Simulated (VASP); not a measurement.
LiY3, 4 atoms in the cell. It takes space group Fm-3m (No. 225, cubic). The conventional cell has a = 7.800 Å, b = 7.800 Å, c = 7.800 Å, α = 90.00°, β = 90.00°, γ = 90.00°. Within 4.4 Å of Li (site symmetry m-3m) lie 14 Y at 3.38 to 3.90 Å. Y (site symmetry -43m) has 4 Li at 3.38 Å and 10 Y at 3.38 to 3.90 Å within 4.4 Å. Within 4.4 Å of Y (site symmetry m-3m) lie 8 Y at 3.38 Å and 6 Li at 3.90 Å. 

| Quantity | Value |
| --- | --- |
| Program | VASP 6.6.1 |
| Task | relaxation of cell and atoms |
| Functional | PBE |
| Potentials or basis | VASP PAW PBE potentials, release 64 (Li_sv, Y_sv) |
| Cutoff | 600 eV |
| k mesh | 10 × 10 × 10 |
| Occupations | gaussian, width 0.1 eV |
| Spin | no spin polarisation |
| Dipole correction | no |
| Further INCAR settings | ALGO = Fast; EDIFF = 1e-07; IBRION = 2; EDIFFG = -0.01; NSW = 100; ISIF = 3 |

Potentials or basis: VASP PAW PBE potentials, release 64 (Li_sv, Y_sv).

The run is started by

```bash
$ cat potpaw_PBE.64/Li_sv/POTCAR potpaw_PBE.64/Y_sv/POTCAR > POTCAR
$ mpirun -np 1 vasp_std > vasp.out
```

Hardware: 1 thread of Oxide Virtual Turin-like Processor (shared host).

How long does it take, and how much memory?

Run time: 40 min on 1 thread of Oxide Virtual Turin-like Processor (shared host), peak memory 0.41 GiB. Counts: scf iterations 146, k points 47, ion steps 2.
